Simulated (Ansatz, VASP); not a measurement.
## MgO in VASP and in Ansatz

INCAR

```
PREC = Accurate ; ENCUT = 520
EDIFF = 1E-6 ; ISMEAR = 0
SIGMA = 0.1 ; LREAL = False
LASPH = True ; NELM = 80
ALGO = Normal ; ISIF = 2
LWAVE = False ; LCHARG = True
GGA = PE ; LELF = True
LVHAR = True ; NBANDS = 11
```

Contents of KPOINTS:

```
Automatic mesh
0
Gamma
  8 8 8
```

The input POSCAR:

```
MgO
1.0
    2.5837245600      0.0000000000      0.0000000000
    0.0000000000      2.5837245600      0.0000000000
    0.0000000000      0.0000000000      2.5837245600
Mg O
1 1
Direct
    0.0000000000      0.0000000000      0.0000000000
    0.5000000000      0.5000000000      0.5000000000
```

Input for Ansatz:

```yaml
crystal:
  lattice:
    - [2.58372456, 0.0, 0.0]
    - [0.0, 2.58372456, 0.0]
    - [0.0, 0.0, 2.58372456]
  atoms:
    - { symbol: Mg, position: [0.0, 0.0, 0.0] }
    - { symbol: O, position: [0.5, 0.5, 0.5] }
basis:
  ecutwfc: 420
kpoints:
  mp_grid: { grid: [8, 8, 8] }
hamiltonian:
  xc: pbe
scf:
  occupations: { method: gaussian, width: 0.1 }
output:
  forces: true
  stress: true
  eigenvalues: true
```

Alike in both runs: task single point; functional PBE; k mesh 8 × 8 × 8; occupations gaussian, width 0.1 eV; no spin polarisation.

|  | VASP | Ansatz |
| --- | --- | --- |
| version | VASP 6.6.1 | Ansatz 0.2.0 |
| potentials or method | VASP PAW PBE potentials, release 64 (Mg, O), cutoff 520 eV | scalar-relativistic, plane waves, PAW |
| valence electrons in the cell | 8 | 16 |

Ansatz gave:

* gap on the k mesh at the Fermi level (eV): 3.08
* least direct gap on the mesh (eV): 4.14
* pressure (GPa): 14.4

Q: Which values does VASP return?

A: gap on the k mesh at the Fermi level (eV): 3.06; least direct gap on the mesh (eV): 4.13; pressure (GPa): 13.6.

VASP's potentials hold 8 valence electrons a cell and Ansatz's 16, so a difference there can come from the potentials and not from the codes.
